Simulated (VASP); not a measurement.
Hg: single point with PBE

Hg:

```
CELL_PARAMETERS angstrom
3.48121 0.00000 0.00000
-1.74060 3.01481 0.00000
0.00000 0.00000 5.48564
ATOMIC_POSITIONS crystal
Hg 0.33333 0.66667 0.25000
Hg 0.66667 0.33333 0.75000
```

| Property | Result |
| --- | --- |
| Program | VASP 6.6.1 |
| Task | single point |
| Functional | PBE |
| Potentials or basis | VASP PAW PBE potentials, release 64 (Hg) |
| Cutoff | 520 eV |
| k mesh | 14 × 14 × 8 |
| Occupations | fermi-dirac, width 0.05 eV |
| Spin | no spin polarisation |

The pressure is 0.9 GPa and the band gap on the k mesh is zero (band 12 reaches 0.89 eV, above the bottom of band 13 at 0.69 eV).

Levels at points of the mesh, in eV from the Fermi level:
| k point | band 9 | band 10 | band 11 | band 12 | band 13 | band 14 | band 15 | band 16 |
| --- | --- | --- | --- | --- | --- | --- | --- | --- |
| (0.00, 0.00, 0.00) | -5.81 | -5.29 | -5.29 | -1.21 | -0.23 | 10.92 | 10.92 | 12.71 |
| (0.50, 0.00, 0.00) | -5.22 | -5.20 | -2.22 | -1.60 | 2.60 | 3.46 | 4.25 | 6.55 |
| (0.00, 0.00, 0.50) | -5.45 | -5.45 | -5.36 | -5.36 | 6.69 | 6.69 | 11.92 | 11.92 |
| (0.50, 0.00, 0.50) | -5.25 | -5.25 | -1.12 | -1.12 | 0.40 | 0.40 | 8.43 | 8.43 |

Wall time 110 s on 1 thread of Intel(R) Xeon(R) Platinum 8259CL CPU @ 2.50GHz (Skylake/Cascade Lake), with other jobs on the host, peak memory 0.25 GiB.

Caveat: spin-orbit coupling is left out, which moves the levels of the heavy elements.
